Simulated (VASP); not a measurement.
**ZnO: single point with PBE+D3(BJ)**

Crystal: ZnO.

```
Zn O
1.0
     3.18933    0.00000    0.00000
    -1.59466    2.76204    0.00000
     0.00000    0.00000    7.34435
Zn O
2 2
Cartesian
  0.0000 0.0000 5.5083
  0.0000 0.0000 1.8361
  0.0000 1.8414 1.8361
  1.5947 0.9207 5.5083
```

This cell differs from its parent crystal: strain -0.030 along x and y, +0.030 along z.

```yaml
Program: VASP 6.6.1
Task: single point
Functional: PBE
Dispersion: D3(BJ)
Potentials_or_basis: VASP PAW PBE potentials, release 64 (Zn, O)
Cutoff: 520 eV
k_mesh: 9 × 9 × 4
Occupations: gaussian, width 0.05 eV
Spin: no spin polarisation
Dipole_correction: no
Further_INCAR_settings: ALGO = Normal; EDIFF = 1e-06; NBANDS = 26
```

| Property | Result |
| --- | --- |
| Pressure | 7.8 GPa |
| Band gap on the k mesh | 0.87 eV |
| Dispersion energy per atom | -0.160 eV |

Stress tensor (GPa, compression positive):
```
12.54  0.00  0.00
 0.00 12.54  0.00
 0.00  0.00 -1.76
```

Levels at points of the mesh, in eV from the valence-band top:
| k point | band 16 | band 17 | band 18 | band 19 | band 20 | band 21 |
| --- | --- | --- | --- | --- | --- | --- |
| (0.00, 0.00, 0.00) | -0.01 | 0.00 | 0.00 | 0.87 | 3.38 | 4.89 |
| (0.00, 0.00, 0.50) | 0.00 | 0.00 | 0.00 | 1.91 | 1.91 | 6.95 |

It took 20 s on 1 thread of Intel(R) Xeon(R) 6975P-C (Granite Rapids) (shared host), peak memory 0.2 GiB.

Caveat: the cell differs from its parent crystal (strain -0.030 along x and y, +0.030 along z); the stress differs along the axes, from -2 to 13 GPa. A k mesh can miss the band edges.
